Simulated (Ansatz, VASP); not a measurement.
# Cd in VASP and in Ansatz

The input INCAR:

```
PREC     = Accurate       # precision mode
ENCUT    = 520            # plane-wave cutoff, eV
EDIFF    = 1E-6           # SCF threshold, eV
ISMEAR   = -1             # smearing method
SIGMA    = 0.1            # smearing width, eV
LREAL    = F              # projectors in reciprocal space
LASPH    = T              # aspherical terms in the spheres
NELM     = 60             # most SCF steps
ALGO     = Normal         # electronic algorithm
ISIF     = 2              # what is computed and relaxed
LWAVE    = F              # write WAVECAR
LCHARG   = T              # write CHGCAR
LELF     = T              # ELF
LVHAR    = T            
NBANDS   = 19             # bands
```

The input KPOINTS:

```
regular mesh
0
Gamma
  16 16 9
```

Contents of POSCAR:

```
Cd
1.0
    2.7726274203      0.0000000000      0.0000000000
   -1.3863137102      2.4011657812      0.0000000000
    0.0000000000      0.0000000000      4.4829041236
Cd
2
Direct
    0.3333333333      0.6666666667      0.2500000000
    0.6666666667      0.3333333333      0.7500000000
```

Input for Ansatz:

```yaml
crystal:
  lattice:
    - [2.7726274203, 0.0, 0.0]
    - [-1.3863137102, 2.4011657812, 0.0]
    - [0.0, 0.0, 4.4829041236]
  atoms:
    - { symbol: Cd, position: [0.3333333333, 0.6666666667, 0.25] }
    - { symbol: Cd, position: [0.6666666667, 0.3333333333, 0.75] }
kpoints:
  mp_grid: { grid: [16, 16, 9] }
scf:
  occupations: { method: fermi_dirac, width: 0.1 }
hamiltonian:
  xc: lda
  pseudopotentials: { kind: all_electron, lapw: { basis_error: 0.001 } }
output:
  forces: true
  stress: true
  eigenvalues: true
  populations: true
```

Change from the starting cell: volume scaled by 0.75, LAPW.

Alike in both runs: task single point; functional LDA; k mesh 16 × 16 × 9; occupations fermi-dirac, width 0.1 eV; no spin polarisation.

|  | VASP | Ansatz |
| --- | --- | --- |
| version | VASP 6.6.1 | Ansatz 0.2.0 |
| potentials or method | VASP PAW LDA potentials, release 64 (Cd), cutoff 520 eV | all-electron LAPW, scalar-relativistic |

```tsv
	VASP	Ansatz	Ansatz less VASP
pressure (GPa)	46.7	44.1	-2.59
traceless stress, the component that is largest in VASP (GPa)	0.05	0.10	+0.052
```

LDA's correlation is that of Perdew and Zunger in VASP and of Perdew and Wang (1992) in Ansatz. Both programs put the cell under a high pressure, so it lies far from rest at this level. Ansatz ran all-electron here, and VASP with PAW potentials.
